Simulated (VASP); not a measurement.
Write the native input for VASP 6.6.1 that does the following.

| Quantity | Value |
| --- | --- |
| Task | single point |
| Functional | PBE |
| Potentials or basis | VASP PAW PBE potentials, release 64 (K_sv, F) |
| Cutoff | 520 eV |
| k mesh | 6 × 6 × 6 |
| Occupations | gaussian, width 0.01 eV |
| Spin | no spin polarisation |
| Dipole correction | no |
| Further INCAR settings | ALGO = Normal; EDIFF = 1e-07; NBANDS = 15 |

The structure of KF lies in POSCAR:

```
KF
1.0
    0.0000000000      3.0042800173      3.0042800173
    3.0042800173      0.0000000000      3.0042800173
    3.0042800173      3.0042800173      0.0000000000
K F
1 1
Direct
    0.0000000000      0.0000000000      0.0000000000
    0.2500000000      0.2500000000      0.2500000000
```

One way to write it, as run:

INCAR

```
SYSTEM = KF
PREC     = Accurate       ! precision mode
ENCUT    = 520            ! plane-wave cutoff, eV
EDIFF    = 1E-7           ! SCF threshold, eV
ISMEAR   = 0              ! smearing method
SIGMA    = 0.01           ! smearing width, eV
LREAL    = .False.        ! projectors in reciprocal space
LASPH    = .True.         ! aspherical terms in the spheres
NELM     = 80             ! most SCF steps
ALGO     = Normal         ! electronic algorithm
ISIF     = 2              ! what is computed and relaxed
LWAVE    = .False.        ! write WAVECAR
LCHARG   = .False.        ! write CHGCAR
GGA      = PE             ! functional
NBANDS   = 15             ! bands
```

KPOINTS

```
Automatic mesh
0
Gamma
  6 6 6
  0 0 0
```

Potentials or basis: VASP PAW PBE potentials, release 64 (K_sv, F).

Launch:

```sh
$ cat potpaw_PBE.64/K_sv/POTCAR potpaw_PBE.64/F/POTCAR > POTCAR
$ mpirun -np 1 vasp_std > vasp.out
```

It gave:

```yaml
Pressure: -0.5 GPa
Band_gap_on_the_k_mesh: 4.97 eV (least direct gap 5.13 eV)
```

It took 22 s on 1 thread of Intel Xeon 8259CL, on a shared host, peak memory 0.18 GiB.
